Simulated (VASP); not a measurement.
Crystal: HfB.

```
Hf B
1.0
     0.00000    2.31000    2.31000
     2.31000    0.00000    2.31000
     2.31000    2.31000    0.00000
Hf B
1 1
Direct
  0.50000 0.50000 0.50000
  0.00000 0.00000 0.00000
```

| Property | Result |
| --- | --- |
| Program | VASP 6.6.1 |
| Task | relaxation of cell and atoms |
| Functional | r2SCAN |
| Potentials or basis | VASP PAW PBE potentials, release 64 (Hf_pv, B) |
| Cutoff | 600 eV |
| k mesh | 10 × 10 × 10 |
| Occupations | fermi-dirac, width 0.05 eV |
| Spin | no spin polarisation |
| Hubbard terms | Hf d U = 3.0 eV |

At the start: pressure 41.3 GPa; volume 12.33 Å³/atom.

Q: How do energy, volume and symmetry change on relaxing?

A: Over 16 steps the energy falls by 266.6 meV/atom and the volume is 14.70 Å³/atom (+19.2 %); space group Fm-3m (No. 225, to 0.1 Å) before and after.

Step by step:
```
step  energy change (eV)  largest force (eV/Å)  pressure (GPa)  volume (Å³)
   1              0.0000                0.0000           41.32        24.65
   2              0.3055                0.0000          -25.95        37.82
   3             -0.5316                0.0000           -1.70        29.71
   4             -0.5331                0.0000           -0.29        29.45
   5             -0.5331                0.0000            0.43        29.35
   6             -0.5331                0.0000            0.28        29.35
   7             -0.5331                0.0000            0.29        29.36
   8             -0.5331                0.0000            0.26        29.36
   9             -0.5331                0.0000            0.26        29.36
  10             -0.5331                0.0000            0.26        29.36
  11             -0.5331                0.0000            0.26        29.36
  12             -0.5331                0.0000            0.26        29.36
  13             -0.5331                0.0000            0.26        29.36
  14             -0.5331                0.0000            0.25        29.37
  15             -0.5331                0.0000            0.24        29.37
  16             -0.5331                0.0000            0.03        29.39
```

Final structure:
```xyz
2
Lattice="0.0000 2.4495 2.4495 2.4495 0.0000 2.4495 2.4495 2.4495 0.0000" Properties=species:S:1:pos:R:3 pbc="T T T"
Hf    2.4495    2.4495    2.4495
B     0.0000    2.4495    2.4495
```

Caveat: the volume moved by over 15 % at a fixed basis, so the end points are rough; the PAW data sets were made with another functional, which shifts forces and pressure a little; U without spin polarisation on a metal has little footing; the U is typed as a test and isn't derived for this compound.
